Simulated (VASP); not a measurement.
The system is Te.

```xyz
1
Lattice="0.0000 2.4339 2.4339 2.4339 0.0000 2.4339 2.4339 2.4339 0.0000" Properties=species:S:1:pos:R:3 pbc="T T T"
Te    0.0000    0.0000    0.0000
```

This isn't the form of Te at room conditions, which is trigonal, of chains.

- Program: VASP 6.6.1
- Task: relaxation of cell and atoms
- Functional: LDA
- Potentials or basis: VASP PAW LDA potentials, release 64 (Te)
- Cutoff: 600 eV
- k mesh: 11 × 11 × 11
- Occupations: fermi-dirac, width 0.1 eV
- Spin: no spin polarisation

At the start: pressure -4.8 GPa; volume 28.84 Å³/atom.

Question: Where does the relaxation end?

Answer: Over 3 steps the energy falls by 39.2 meV/atom and the volume is 26.45 Å³/atom (-8.3 %); space group Fm-3m (No. 225, to 0.1 Å) before and after.

The path:
```csv
step,energy change (eV),largest force (eV/Å),pressure (GPa),volume (Å³)
1,0.0000,0.0000,-4.83,28.84
2,-0.0288,0.0000,3.19,25.36
3,-0.0392,0.0000,-0.01,26.45
```

Final structure:
```yaml
crystal:
  lattice:
    - [0.00000, 2.36480, 2.36480]
    - [2.36480, 0.00000, 2.36480]
    - [2.36480, 2.36480, 0.00000]
  atoms:
    - { symbol: Te, position: [0.00000, 0.00000, 0.00000] }
```
